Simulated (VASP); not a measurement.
# Be16H (a cell with a defect) in VASP: single point with PBE

Aim: the single point of Be16H (a cell with a defect) with PBE.

Everything below comes from runs of VASP 6.6.1. Logs are shortened: lines on timing, memory, paths and dates and some standing lists are left out, and cuts for length are marked.

## 1. The cell of the first run

The cell holds a defect, 17 atoms: a = 4.580 Å, b = 3.966 Å, c = 7.177 Å, α = 90.00°, β = 90.00°, γ = 90.00°.

## 2. Single point, PBE

Input file INCAR:

```
SYSTEM = Be16H
  PREC = Accurate
  ENCUT = 520
  EDIFF = 1E-7
  ISMEAR = 0
  SIGMA = 0.05
  LREAL = Auto
  LASPH = .True.
  NELM = 60
  ALGO = Normal
  ISIF = 2
  LWAVE = .False.
  LCHARG = .False.
  GGA = PE
  NBANDS = 30
```

Input file KPOINTS:

```
regular mesh
0
Gamma
  5 6 4
  0 0 0
```

Input file POSCAR:

```
Be16H
1.0
   -2.2900000000     -3.9663960000      0.0000000000
    3.4350000000     -1.9831980000      0.0000000000
    0.0000000000      0.0000000000      7.1768600000
Be H
16 1
Direct
    0.7501092932      0.5071240994     -0.0045398684
    0.4832349985      0.3419918913      0.2507379272
    0.7501097879      0.5071503389      0.5060325825
    0.4988301738      0.3342081799      0.7507418286
    0.4964666704     -0.0039302256     -0.0037565175
    0.2499411182      0.8329624922      0.2507535329
    0.4964541863     -0.0039234100      0.5052454695
    0.2500927461      0.8279491670      0.7507581310
    0.2500770320      0.4971669296     -0.0005016121
    0.0167975506      0.3413276247      0.2507405746
    0.2500814453      0.4971742386      0.5019973916
    0.0013326114      0.3341594411      0.7507414106
    0.0037526491     -0.0039660651     -0.0037698938
    0.7502803416      0.8151324548      0.2507482381
    0.0037672403     -0.0039644890      0.5052607965
    0.7500851876      0.8385688732      0.7507492134
    0.7496733269      0.1718520869      0.2508415937
```

Potentials or basis: VASP PAW PBE potentials, release 64 (Be, H).

Command:

```console
$ cat potpaw_PBE.64/Be/POTCAR potpaw_PBE.64/H/POTCAR > POTCAR
$ mpirun -np 1 vasp_std > vasp.out
```

OUTCAR:

```text
SYSTEM = Be16H
   PREC = Accurate
   ENCUT = 520
   EDIFF = 1E-7
   ISMEAR = 0
   LREAL = Auto
   LASPH = .True.
   NELM = 60
   ISIF = 2
   GGA = PE

 ion  position               nearest neighbor table
   1  0.750  0.507  0.995-  16 2.19  14 2.20  12 2.21   4 2.21  13 2.26   5 2.26   9 2.29   9 2.29
                             2 2.30  10 2.30   5 2.34  13 2.34
   2  0.483  0.342  0.251-  17 1.39  10 2.14   9 2.18  11 2.18   6 2.22  14 2.24   6 2.28   5 2.29
                             7 2.29   1 2.30   3 2.30
   3  0.750  0.507  0.506-  16 2.19  14 2.20  12 2.21   4 2.21  15 2.26   7 2.26  11 2.29  11 2.29
                             2 2.30  10 2.30   7 2.34  15 2.34
   4  0.499  0.334  0.751-   3 2.21   1 2.21  11 2.21   9 2.21   7 2.21   5 2.21   8 2.27  16 2.28
                            12 2.28  12 2.30  16 2.31   8 2.31
   5  0.496  0.996  0.996-   8 2.20  16 2.20   4 2.21   6 2.24  13 2.26   1 2.26   9 2.28  14 2.28
                             2 2.29   9 2.29  13 2.32   1 2.34
   6  0.250  0.833  0.251-   2 2.22  10 2.22  11 2.24   9 2.24  15 2.24  13 2.24   7 2.24   5 2.24
                            10 2.28   2 2.28  14 2.29  14 2.29
   7  0.496  0.996  0.505-   8 2.20  16 2.20   4 2.21   6 2.24  15 2.26   3 2.26  11 2.28  14 2.28
                             2 2.29  11 2.29  15 2.32   3 2.34
   8  0.250  0.828  0.751-  13 2.20  15 2.20   5 2.20   7 2.20   9 2.22  11 2.22   4 2.27  12 2.27
                            16 2.29  16 2.29  12 2.31   4 2.31
   9  0.250  0.497  0.999-   2 2.18  10 2.19   4 2.21  12 2.21   8 2.22   6 2.24  13 2.28   5 2.28
                            13 2.29   5 2.29   1 2.29   1 2.29
  10  0.017  0.341  0.251-  17 1.40   2 2.14   9 2.19  11 2.19   6 2.22  14 2.24   6 2.28  13 2.28
                            15 2.28   1 2.30   3 2.30
  11  0.250  0.497  0.502-   2 2.18  10 2.19   4 2.21  12 2.21   8 2.22   6 2.24  15 2.28   7 2.28
                             7 2.29  15 2.29   3 2.29   3 2.29
  12  0.001  0.334  0.751-   3 2.21   1 2.21  15 2.21  13 2.21  11 2.21   9 2.21   8 2.27  16 2.28
                             4 2.28   4 2.30  16 2.31   8 2.31
  13  0.004  0.996  0.996-   8 2.20  16 2.20  12 2.21   6 2.24   5 2.26   1 2.26   9 2.28  14 2.28
                            10 2.28   9 2.29   5 2.32   1 2.34
  14  0.750  0.815  0.251-  17 1.41   3 2.20   1 2.20   2 2.24  10 2.24  13 2.28  15 2.28   7 2.28
                             5 2.28   6 2.29   6 2.29
  15  0.004  0.996  0.505-   8 2.20  16 2.20  12 2.21   6 2.24   7 2.26   3 2.26  11 2.28  14 2.28
                            10 2.28  11 2.29   7 2.32   3 2.34
  16  0.750  0.839  0.751-   3 2.19   1 2.19   5 2.20  13 2.20  15 2.20   7 2.20  12 2.28   4 2.28
                             8 2.29   8 2.29   4 2.31  12 2.31
  17  0.750  0.172  0.251-   2 1.39  10 1.40  14 1.41

  LATTYP: Found a simple orthorhombic cell.
 ALAT       =     3.9663962620
 B/A-ratio  =     1.1547004875
 C/A-ratio  =     1.8094157835

  Lattice vectors:
[... 174 lines left out ...]
   EMIN   =  10.00;   EMAX   =-10.00  energy-range for DOS
   EFERMI =   0.00;   METHOD = LEGACY
   ISMEAR =     0;   SIGMA  =   0.05  broadening in eV -4-tet -1-fermi 0-gaus
   EFERMI_NEDOS =   21; number of points for ismear=-14 and -15
   IALGO  =     38    algorithm
   IMIX   =      4    mixing-type and parameters
     AMIX     =   0.40;   BMIX     =  1.00
     AMIX_MAG =   1.60;   BMIX_MAG =  1.00
  volume/ion in A,a.u.               =       7.67        51.75
  Fermi-wavevector in a.u.,A,eV,Ry     =   1.035573  1.956950 14.591049  1.072412
  Thomas-Fermi vector in A             =   2.169923
   LORBIT       =      0    0 simple, 1 ext, 2 COOP (PROOUT), +10 PAW based schemes
   GGA     = PE    functional components
   LHFCALC =     F    Hartree Fock is set to
   AEXX    =    0.0000 exact exchange contribution
   IVDW    =     0    specifies the selected vdW correction
   LEPSILON=     F    determine dielectric tensor
   LRPA    =     F    only Hartree local field effects (RPA)
 non-spin polarized calculation
 Gauss-broadening in eV      SIGMA  =   0.05
  energy-cutoff  :      520.00
  volume of cell :      130.38
 maximum number of plane-waves:      3532
 NGX is ok and might be reduce to    36
   NGX = 17   NGY = 15   NGZ = 27

 number of electron      33.0000000 magnetization

 Free energy of the ion-electron system (eV)
  ---------------------------------------------------
  ext. energy  EPLUGINS =         0.00000000
  ---------------------------------------------------
  free energy    TOTEN  =       -61.30410216 eV

  energy without entropy =      -61.30103810  energy(sigma->0) =      -61.30257013

 E-fermi :   7.1779     XC(G=0): -10.5801

 val. band max:        7.1574479205   @ k =   0.0000   0.1667   0.0000
 cond. band min:       7.1922051646   @ k =   0.4000   0.5000   0.0000
 fundamental gap:      0.0347572440
 Fermi energy:         7.1779330596

 k-point     1 :       0.0000    0.0000    0.0000
  band No.  band energies     occupation
      1      -4.9961      2.00000
      2      -2.9091      2.00000
      3      -2.1907      2.00000
      4      -0.3065      2.00000
      5       0.9654      2.00000
      6       1.5071      2.00000
[... 733 lines left out ...]
     27      11.9117      0.00000
     28      12.2152      0.00000

 [... further k-points ...]

 [bands above 28 left out]

------------------------ aborting loop because EDIFF is reached ----------------------------------------

  FORCE on cell =-STRESS in cart. coord.  units (eV):
  Direction    XX          YY          ZZ          XY          YZ          ZX
  --------------------------------------------------------------------------------------
  -------------------------------------------------------------------------------------
  Total        0.7283118      1.5522239      1.4676623      0.7278617     -0.0001305     -0.0000569
  in kB        8.9501825     19.0751922     18.0360193      8.9446510     -0.0016031     -0.0006991
  external PRESSURE =      15.3537980 kB  Pullay stress =       0.0000000 kB

 VOLUME and BASIS-vectors are now :
 -----------------------------------------------------------------------------
  energy-cutoff  :      520.00
  volume of cell :      130.38
      direct lattice vectors                 reciprocal lattice vectors
    -2.290000000 -3.966396000  0.000000000    -0.109170306 -0.189088533  0.000000000
     3.435000000 -1.983198000  0.000000000     0.218340611 -0.126059022  0.000000000
     0.000000000  0.000000000  7.176860000     0.000000000  0.000000000  0.139336702

 POSITION                                       TOTAL-FORCE (eV/Angst)
 -----------------------------------------------------------------------------------
      0.02422     -3.98096      7.14428        -0.004442      0.002708      0.004040
      0.06813     -2.59494      1.79951         0.010128      0.014896     -0.000241
      0.02431     -3.98101      3.63173        -0.004593      0.002691     -0.003734
      0.00568     -2.64136      5.38797         0.000572     -0.000683      0.000079
      2.28459     -3.94459      7.14990         0.001483     -0.003348      0.006898
      2.28886     -2.64330      1.79962        -0.010775      0.005392     -0.000356
[... 9 lines left out ...]
      1.16279     -4.63818      5.38802        -0.001274      0.000655     -0.000190
     -1.12644     -3.31432      1.80026         0.005551     -0.005072      0.001786
 -----------------------------------------------------------------------------------
    total drift:                                0.001410     -0.000415      0.001228

  FREE ENERGIE OF THE ION-ELECTRON SYSTEM (eV)
  ---------------------------------------------------
  free  energy   TOTEN  =       -61.3041021598 eV

  energy  without entropy=      -61.3010381022  energy(sigma->0) =      -61.30257013
```

OSZICAR:

```text
N       E                     dE             d eps       ncg     rms          rms(c)
DAV:   1     0.351010744502E+02    0.35101E+02   -0.12735E+04  3720   0.929E+02
DAV:   2    -0.575831909476E+02   -0.92684E+02   -0.85453E+02  4918   0.170E+02
DAV:   3    -0.619544595067E+02   -0.43713E+01   -0.42641E+01  4864   0.308E+01
DAV:   4    -0.620038998404E+02   -0.49440E-01   -0.49288E-01  4694   0.381E+00
DAV:   5    -0.620044542862E+02   -0.55445E-03   -0.55413E-03  4668   0.317E-01    0.424E+00
DAV:   6    -0.614834631220E+02    0.52099E+00   -0.14651E-01  4590   0.250E+00    0.246E+00
DAV:   7    -0.613085820203E+02    0.17488E+00   -0.24176E-01  4390   0.264E+00    0.472E-01
DAV:   8    -0.613047859879E+02    0.37960E-02   -0.23554E-02  4418   0.736E-01    0.251E-01
DAV:   9    -0.613041242528E+02    0.66174E-03   -0.29734E-03  4566   0.257E-01    0.471E-02
DAV:  10    -0.613040997357E+02    0.24517E-04   -0.24124E-04  4452   0.731E-02    0.198E-02
DAV:  11    -0.613040995043E+02    0.23139E-06   -0.19902E-05  4532   0.236E-02    0.532E-03
DAV:  12    -0.613041022048E+02   -0.27005E-05   -0.33112E-06  4410   0.890E-03    0.169E-03
DAV:  13    -0.613041021598E+02    0.45007E-07   -0.49211E-07  4530   0.346E-03
   1 F= -.61304102E+02 E0= -.61302570E+02  d E =-.306406E-02
```

Run time: 7.7 min. Hardware: 1 thread of Oxide Virtual Turin-like, shared host; peak memory 0.28 GiB.

Results:

```yaml
Free_energy: -61.3041 eV
Pressure: 1.5 GPa
Largest_force: 0.018 eV/Å
Band_gap_on_the_k_mesh: zero (an odd number of electrons rules out a gap without spin polarisation)
```

Forces in eV/Å, atoms in the order of the input:
```
Be  -0.004  0.003  0.004
Be   0.010  0.015  0.000
Be  -0.005  0.003 -0.004
Be   0.001 -0.001  0.000
Be   0.001 -0.003  0.007
Be  -0.011  0.005  0.000
Be   0.001 -0.003 -0.006
Be  -0.003  0.002 -0.001
Be   0.003 -0.001  0.001
Be  -0.005 -0.017  0.000
Be   0.003 -0.001 -0.002
Be   0.001 -0.001  0.000
Be   0.004  0.000  0.007
Be  -0.002  0.003 -0.001
Be   0.003  0.001 -0.006
Be  -0.001  0.001  0.000
H    0.006 -0.005  0.002
```

Stress tensor (GPa, compression positive):
```
0.90 0.89 0.00
0.89 1.91 0.00
0.00 0.00 1.80
```

Levels at points of the mesh, in eV from the Fermi level:
```tsv
k point	band 13	band 14	band 15	band 16	band 17	band 18	band 19	band 20
(0.00, 0.00, 0.00)	-3.85	-3.48	-0.67	0.27	0.57	0.94	1.11	1.22
(0.00, 0.50, 0.00)	-3.52	-3.47	-2.45	-2.32	-0.36	0.89	0.95	1.08
(0.00, 0.00, 0.50)	-2.45	-1.82	-1.80	-1.77	0.28	1.63	1.79	1.91
(0.00, 0.50, 0.50)	-3.71	-3.54	-3.43	-3.37	0.76	1.87	1.95	2.08
```

The gap in the log of VASP goes by the Fermi energy; the results here count the filled bands.